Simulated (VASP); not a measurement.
HCl, 2 atoms in the cell. It takes space group I4mm (No. 107, tetragonal). The conventional cell has a = 3.915 Å, b = 3.915 Å, c = 5.300 Å, α = 90.00°, β = 90.00°, γ = 90.00°. H (site symmetry 4mm) has 1 Cl at 1.30 Å within 1.7 Å. Within 1.7 Å of Cl (site symmetry 4mm) lie 1 H at 1.30 Å. 

| Property | Result |
| --- | --- |
| Program | VASP 6.6.1 |
| Task | relaxation of cell and atoms |
| Functional | PBEsol |
| Potentials or basis | VASP PAW PBE potentials, release 64 (H, Cl) |
| Cutoff | 600 eV |
| k mesh | 8 × 8 × 8 |
| Occupations | gaussian, width 0.01 eV |
| Spin | no spin polarisation |
| Target pressure | 22 GPa |
| Dipole correction | no |
| Further INCAR settings | ALGO = Normal; EDIFF = 1e-06; IBRION = 2; EDIFFG = -0.001; NSW = 80; ISIF = 3 |

Potentials or basis: VASP PAW PBE potentials, release 64 (H, Cl).

Run with:

```console
$ cat potpaw_PBE.64/H/POTCAR potpaw_PBE.64/Cl/POTCAR > POTCAR
$ mpirun -np 1 vasp_std > vasp.out
```

Hardware: 1 thread of Intel(R) Xeon(R) 6975P-C (Granite Rapids), with other jobs on the host.

Estimate the wall time of this run.

Run time: 3.8 min on 1 thread of Intel(R) Xeon(R) 6975P-C (Granite Rapids), on a shared host, peak memory 0.22 GiB. Counts: scf iterations 189, k points 150, ion steps 46.
